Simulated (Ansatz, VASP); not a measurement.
# Si in VASP and in Ansatz

Contents of INCAR:

```
  PREC = Accurate
  ENCUT = 500
  EDIFF = 1E-6
  ISMEAR = -1
  SIGMA = 0.1
  LREAL = F
  LASPH = T
  NELM = 200
  ALGO = Normal
  ISIF = 2
  LWAVE = F
  LCHARG = F
  ISPIN = 2
  MAGMOM = 0.5 0.5
  LORBIT = 11
  GGA = LIBXC
  LIBXC1 = GGA_X_PBE_SOL
  LIBXC2 = GGA_C_PBE
  NBANDS = 15
  GGA_COMPAT = F
```

File KPOINTS:

```
regular mesh
0
Gamma
  8 8 8
```

Contents of POSCAR:

```
Si
1.0
    3.8492788627      0.0000000000      0.0000000000
    1.9246394314      3.3335732813      0.0000000000
    1.9246394314      1.1111910938      3.1429230304
Si
2
Direct
    0.5000000000      0.5000000000      0.5000000000
    0.7500000000      0.7500000000      0.7500000000
```

File input.yaml:

```yaml
crystal:
  lattice: { a: 3.8492788627, b: 3.8492788627, c: 3.8492788627, alpha: 60.0, beta: 60.0, gamma: 60.0 }
  atoms:
    - { symbol: Si, position: [0.5, 0.5, 0.5], spin: 0.5 }
    - { symbol: Si, position: [0.75, 0.75, 0.75], spin: 0.5 }
kpoints:
  mp_grid: { grid: [8, 8, 8] }
scf:
  occupations: { method: fermi_dirac, width: 0.1 }
hamiltonian:
  xc: { exchange: pbesol, correlation: pbe }
  pseudopotentials: { kind: all_electron, lapw: { basis_error: 0.001 } }
magnetization:
  spin_polarized: true
output:
  eigenvalues: true
  optics:
    e_range: [0, 10]
    de: 0.1
    sigma: 0.15
    nscf_kmesh: { grid: [12, 12, 12] }
```

Alike in both runs: functional pbesol exchange, pbe correlation; k mesh 8 × 8 × 8; occupations fermi-dirac, width 0.1 eV; collinear spin.

|  | VASP | Ansatz |
| --- | --- | --- |
| version | VASP 6.6.1 | Ansatz 0.2.0 |
| potentials or method | VASP PAW PBE potentials, release 64 (Si), cutoff 500 eV | all-electron LAPW, scalar-relativistic |
| task | single point | optical spectrum |

VASP gave:

- gap on the k mesh at the Fermi level (eV): 0.45
- least direct gap on the mesh (eV): 2.48
- net moment per atom (μB): 0.00

**Question.** What did Ansatz give for the same quantities?

**Answer.** gap on the k mesh at the Fermi level (eV): 0.46; least direct gap on the mesh (eV): 2.48; net moment per atom (μB): 0.00.

VASP's potentials were made for PBE, not for pbesol exchange, pbe correlation. Ansatz ran all-electron here, and VASP with PAW potentials.
